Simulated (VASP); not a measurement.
A run of VASP 6.6.1 is set up as follows.

Contents of POSCAR:

```
HfB
1.0
    0.0000000000      2.4799871797      2.4799871797
    2.4799871797      0.0000000000      2.4799871797
    2.4799871797      2.4799871797      0.0000000000
Hf B
1 1
Direct
    0.5000000000      0.5000000000      0.5000000000
    0.0000000000      0.0000000000      0.0000000000
```

The input INCAR.step1:

```
PREC = Accurate
ENCUT = 520
EDIFF = 1E-5
ISMEAR = -1
SIGMA = 0.05
LREAL = F
LASPH = T
NELM = 60
ALGO = Normal
ISIF = 2
LWAVE = T
LCHARG = F
GGA = PE
NBANDS = 14
```

The input INCAR.step2:

```
PREC = Accurate
ENCUT = 520
EDIFF = 1E-6
ISMEAR = -1
SIGMA = 0.05
LREAL = F
LASPH = T
NELM = 60
ALGO = Normal
ISIF = 2
LWAVE = F
LCHARG = F
GGA = PE
LHFCALC = T
AEXX = 1.0
ALDAC = 0.0
AGGAC = 0.0
PRECFOCK = Normal
ISTART = 1
NBANDS = 14
```

KPOINTS

```
Automatic mesh
0
Gamma
  5 5 5
```

Potentials or basis: VASP PAW PBE potentials, release 64 (Hf_pv, B).

Command:

```console
$ cat potpaw_PBE.64/Hf_pv/POTCAR potpaw_PBE.64/B/POTCAR > POTCAR
$ cp INCAR.step1 INCAR
$ mpirun -np 1 vasp_std > vasp.out
$ cp INCAR.step2 INCAR
$ mpirun -np 1 vasp_std > vasp.out
```

Question: What does it give for the pressure?

Answer: -5.6 GPa.

Question: What does it give for the band gap on the k mesh?

Answer: Zero (an odd number of electrons rules out a gap without spin polarisation).

Caveat: the k points lie up to 0.44 Å⁻¹ apart, too coarse for converged energies and pressures of a metal; the PAW data sets were made with another functional, which shifts forces and pressure a little; spin-orbit coupling is left out, which moves the levels of the heavy elements; an odd number of electrons without spin polarisation forces a metal; a magnetic or distorted state may lie lower.
